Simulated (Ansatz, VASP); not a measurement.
SnGe7: VASP beside Ansatz

```
Ge Sn
1.0
    -0.00553    5.78978    5.80040
     5.78978   -0.00553    5.80040
     5.78426    5.78426    0.00000
Ge Sn
14 2
Direct
  0.00069 0.00069 0.99931
  0.00069 0.00069 0.49931
  0.01311 0.49534 0.99578
  0.01311 0.49534 0.49578
  0.49534 0.01311 0.99578
  0.49534 0.01311 0.49578
  0.49012 0.49012 0.00988
  0.49012 0.49012 0.50988
  0.12578 0.12578 0.12422
  0.12578 0.12578 0.62422
  0.12499 0.62490 0.12506
  0.12499 0.62490 0.62506
  0.62490 0.12499 0.12506
  0.62490 0.12499 0.62506
  0.62507 0.62507 0.12493
  0.62507 0.62507 0.62493
```

Alike in both runs: task single point; functional PBEsol; k mesh 6 × 6 × 6; occupations gaussian, width 0.1 eV; no spin polarisation.

|  | VASP | Ansatz |
| --- | --- | --- |
| version | VASP 6.6.1 | Ansatz 0.2.0 |
| potentials or method | VASP PAW PBE potentials, release 64 (Ge_d, Sn_d), cutoff 520 eV | scalar-relativistic, plane waves, PAW |
| valence electrons in the cell | 224 | 224 |

|  | VASP | Ansatz | Ansatz less VASP |
| --- | --- | --- | --- |
| pressure (GPa) | -0.1 | 0.0 | +0.08 |

VASP's potentials were made for PBE, not for PBEsol. With one functional, cell and mesh, what is left measures potentials, basis and numerics.
